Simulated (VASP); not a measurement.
# Li (P1) in VASP: further runs, part 2 of 2

VASP 6.6.1. The steps go on from the part before.

## (4) Single point, PBE

This run uses another cell than the first one, of 21.69 Å³/atom.

Contents of INCAR:

```
PREC = Accurate
ENCUT = 520
EDIFF = 1E-7
ISMEAR = -1
SIGMA = 0.1
LREAL = Auto
LASPH = True
NELM = 80
ALGO = Normal
ISIF = 2
LWAVE = False
LCHARG = True
GGA = PE
LELF = True
LVHAR = True
NBANDS = 38
```

Contents of KPOINTS:

```
regular mesh
0
Gamma
  2 2 2
```

Contents of POSCAR:

```
Li
1.0
    7.2763950000     -0.3462620000     -0.6470160000
   -0.3462620000      8.3073040000     -0.0758400000
   -0.6470160000     -0.0758400000      5.8108100000
Li
16
Direct
   -0.0784936621      0.0381071501     -0.0824491954
    0.5005073475     -0.1033568490     -0.0728301771
    0.0287821123      0.4270309168      0.0146293739
   -0.0453232488      0.1225650756      0.3781521798
    0.2384305009      0.1684715113      0.1514324558
    0.3339370539      0.4668380813     -0.3146605005
    0.6210554584     -0.0251099274      0.4886114813
    0.6298991192      0.2507434789      0.1844959987
   -0.0048156020      0.4490809686      0.3971464442
    0.3132263540      0.7489831662      0.3780652518
    0.3168809834      0.1036792380      0.6298932678
    0.4726696531      0.5079369537      0.1637545827
    0.8849858100      0.7634524361      0.2728707722
    0.7213570492      0.2980644844      0.7296116657
    0.1292866603      0.7058048457      0.8065448324
    0.7356207865      0.6849895801      0.7317926466
```

Potentials or basis: VASP PAW PBE potentials, release 64 (Li_sv).

Launch:

```
> cat potpaw_PBE.64/Li_sv/POTCAR > POTCAR
> mpirun -np 1 vasp_std > vasp.out
```

OUTCAR:

```text
PREC = Accurate
   ENCUT = 520
   EDIFF = 1E-7
   ISMEAR = -1
   LREAL = Auto
   LASPH = True
   NELM = 80
   ISIF = 2
   GGA = PE

 ion  position               nearest neighbor table
   1  0.922  0.038  0.918-   5 2.58
   2  0.501  0.897  0.927-
   3  0.029  0.427  0.015-   9 2.30
   4  0.955  0.123  0.378-
[... 536 lines left out ...]
  -------------------------------------------------------------------------------------
  Total        0.8689691     -0.5271636     -2.1925723     -0.7210721     -0.7889045     -0.0832838
  in kB        4.0122596     -2.4340534    -10.1236850     -3.3293805     -3.6425804     -0.3845434
  external PRESSURE =      -2.8484929 kB  Pullay stress =       0.0000000 kB

 VOLUME and BASIS-vectors are now :
 -----------------------------------------------------------------------------
  energy-cutoff  :      520.00
  volume of cell :      347.00
      direct lattice vectors                 reciprocal lattice vectors
     7.276395000 -0.346262000 -0.647016000     0.139097446  0.005939912  0.015565602
    -0.346262000  8.307304000 -0.075840000     0.005939912  0.120643995  0.002235981
    -0.647016000 -0.075840000  5.810810000     0.015565602  0.002235981  0.173855413

 POSITION                                       TOTAL-FORCE (eV/Angst)
 -----------------------------------------------------------------------------------
      6.09838     -0.07210      4.73259        -0.121395     -0.237607     -0.314654
      2.73152      7.20506      4.99577         0.068388     -0.150451      0.378935
      0.05210      3.53640      0.03400         0.292687     -0.023402     -0.540138
      6.65950      0.65894      1.57038        -0.108673     -0.151275      0.415391
      1.57860      1.30550      0.71290         0.524037      0.056641     -0.164083
      1.82478      3.71056      3.73091         0.314054     -0.281641     -0.151484
[... 8 lines left out ...]
      0.17450      5.75740      4.54950         0.009505      0.476955      0.075775
      4.64200      5.38020      3.72440        -0.175648     -0.302344     -0.012189
 -----------------------------------------------------------------------------------
    total drift:                                0.001495      0.008336      0.003594

  FREE ENERGIE OF THE ION-ELECTRON SYSTEM (eV)
  ---------------------------------------------------
  free  energy   TOTEN  =       -28.9807618823 eV

  energy  without entropy=      -28.7509466141  energy(sigma->0) =      -28.86585425
```

OSZICAR:

```text
N       E                     dE             d eps       ncg     rms          rms(c)
DAV:   1     0.276201889085E+03    0.27620E+03   -0.21373E+04   616   0.126E+03
DAV:   2     0.457512891604E+02   -0.23045E+03   -0.21426E+03   608   0.335E+02
DAV:   3    -0.131100702148E+02   -0.58861E+02   -0.57085E+02  1148   0.838E+01
DAV:   4    -0.260953614651E+02   -0.12985E+02   -0.12781E+02  1016   0.656E+01
DAV:   5    -0.292226173801E+02   -0.31273E+01   -0.31254E+01  1104   0.199E+01    0.193E+00
DAV:   6    -0.290153460456E+02    0.20727E+00   -0.95971E-01   920   0.540E+00    0.904E-01
DAV:   7    -0.289808626918E+02    0.34483E-01   -0.18611E-01  1064   0.178E+00    0.296E-01
DAV:   8    -0.289806731112E+02    0.18958E-03   -0.38815E-02   968   0.820E-01    0.157E-01
DAV:   9    -0.289807580905E+02   -0.84979E-04   -0.36557E-03   976   0.267E-01    0.734E-02
DAV:  10    -0.289807583460E+02   -0.25544E-06   -0.39542E-04   968   0.103E-01    0.208E-02
DAV:  11    -0.289807643369E+02   -0.59910E-05   -0.14362E-04   960   0.523E-02    0.106E-02
DAV:  12    -0.289807625407E+02    0.17962E-05   -0.10502E-05   984   0.212E-02    0.370E-03
DAV:  13    -0.289807617994E+02    0.74123E-06   -0.36551E-06   928   0.965E-03    0.115E-03
DAV:  14    -0.289807619066E+02   -0.10712E-06   -0.12086E-06   728   0.421E-03    0.700E-04
DAV:  15    -0.289807618823E+02    0.24302E-07   -0.78664E-08   456   0.196E-03
   1 F= -.28980762E+02 E0= -.28865854E+02  d E =-.229815E+00
```

stdout:

```text
POSCAR found type information on POSCAR Li
 POSCAR found :  1 types and      16 ions
 scaLAPACK will be used
 LDA part: xc-table for (Slater+PW92), standard interpolation
 POSCAR, INCAR and KPOINTS ok, starting setup
 FFT: planning ... GRIDC
 FFT: planning ... GRID_SOFT
 FFT: planning ... GRID
 WAVECAR not read
 entering main loop
```

Run time: 5.6 min. Hardware: 1 thread of Oxide Virtual Turin-like, shared host; peak memory 0.35 GiB.

What came out:

```
Free energy            : -28.9808 eV
Largest force          : 0.739 eV/Å
Band gap on the k mesh : zero (bands 24 and 25 overlap by 0.89 eV)
```

Forces in eV/Å, atoms in the order of the input:
```
Li  -0.121 -0.238 -0.315
Li   0.068 -0.150  0.379
Li   0.293 -0.023 -0.540
Li  -0.109 -0.151  0.415
Li   0.524  0.057 -0.164
Li   0.314 -0.282 -0.151
Li   0.071 -0.032 -0.199
Li   0.168 -0.290 -0.159
Li  -0.375  0.052  0.634
Li  -0.288  0.160 -0.073
Li  -0.139  0.207  0.144
Li   0.060  0.379  0.169
Li  -0.044 -0.007 -0.018
Li  -0.256  0.145 -0.185
Li   0.010  0.477  0.076
Li  -0.176 -0.302 -0.012
```

Caveat: the k points lie up to 0.55 Å⁻¹ apart, too coarse for converged energies and pressures of a metal; the cutoff is under 1.25 times the usual one of these potentials, so pressure, stress and relaxed cells hold a basis-set (Pulay) error; the atoms stand as in a frame of molecular dynamics.

## (5) Overview

```csv
cell,gap on the mesh (eV),largest force (eV/Å)
"a = 6.980 Å, 16 atoms, atomic positions A",none,0.67
"a = 6.980 Å, 16 atoms, atomic positions B",none,0.99
"a = 7.313, b = 8.315, c = 5.847 Å, angles 91.0, 101.4, 95.0°, 16 atoms, atomic positions C",none,0.74
```

Alike in all rows: task single point; level PBE; potentials or basis VASP PAW PBE potentials, release 64 (Li_sv); no spin polarisation; k mesh 2 × 2 × 2; cutoff (eV) 520; smearing fermi-dirac 0.1 eV.

Caveats: all runs use coarse meshes; the cutoff is under 1.25 times the usual one of these potentials, so pressure, stress and relaxed cells hold a basis-set (Pulay) error; the atoms stand as in a frame of molecular dynamics (at least some runs).

Absolute energies hang on the potentials; compare differences alone.
